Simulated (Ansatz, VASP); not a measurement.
**Ti: VASP beside Ansatz**

POSCAR

```
Ti
1.0
    0.0000000000      2.0604500000      2.0300000000
    2.0604500000      0.0000000000      2.0300000000
    2.0604500000      2.0604500000      0.0000000000
Ti
1
Direct
    0.0000000000      0.0000000000      0.0000000000
```

Contents of INCAR.step1:

```
ALGO = Normal
EDIFF = 1E-4
ENCUT = 520
GGA = PE
ISMEAR = 0
LASPH = True
LCHARG = False
LREAL = False
LWAVE = True
NBANDS = 12
NELM = 100
PREC = Accurate
SIGMA = 0.15
```

Contents of INCAR.step2:

```
ALGO = Normal
EDIFF = 1E-6
ENCUT = 520
ISIF = 2
ISMEAR = 0
ISTART = 1
LASPH = True
LCHARG = True
LELF = True
LMIXTAU = True
LREAL = False
LVHAR = True
LWAVE = False
METAGGA = R2SCAN
NBANDS = 12
NELM = 100
PREC = Accurate
SIGMA = 0.15
```

KPOINTS

```
k-points
0
Gamma
  20 20 20
```

Input for Ansatz:

```yaml
crystal:
  lattice:
    - [0.0, 2.06045, 2.03]
    - [2.06045, 0.0, 2.03]
    - [2.06045, 2.06045, 0.0]
  atoms:
    - { symbol: Ti, position: [0.0, 0.0, 0.0] }
basis:
  ecutwfc: 500
kpoints:
  mp_grid: { grid: [20, 20, 20] }
hamiltonian:
  xc: r2scan
scf:
  occupations: { method: gaussian, width: 0.15 }
output:
  forces: true
  stress: true
  eigenvalues: true
```

Change from the starting cell: strain +0.015 along x and y, +0.000 along z, atoms carried along.

Alike in both runs: task single point; functional r2SCAN; k mesh 20 × 20 × 20; occupations gaussian, width 0.15 eV; no spin polarisation.

```csv
,VASP,Ansatz
version,VASP 6.6.1,Ansatz 0.2.0
potentials or method,"VASP PAW PBE potentials, release 64 (Ti_sv), cutoff 520 eV","scalar-relativistic, plane waves, PAW"
valence electrons in the cell,12,12
```

|  | VASP | Ansatz | Ansatz less VASP |
| --- | --- | --- | --- |
| gap on the k mesh at the Fermi level (eV) | none | none | - |
| pressure (GPa) | 1.2 | 0.8 | -0.40 |
| traceless stress, the component that is largest in VASP (GPa) | 0.35 | 0.35 | -0.003 |

VASP's potentials were made for PBE, not for r2SCAN. A gap of «none» marks a metal or a gap that the smearing closes.
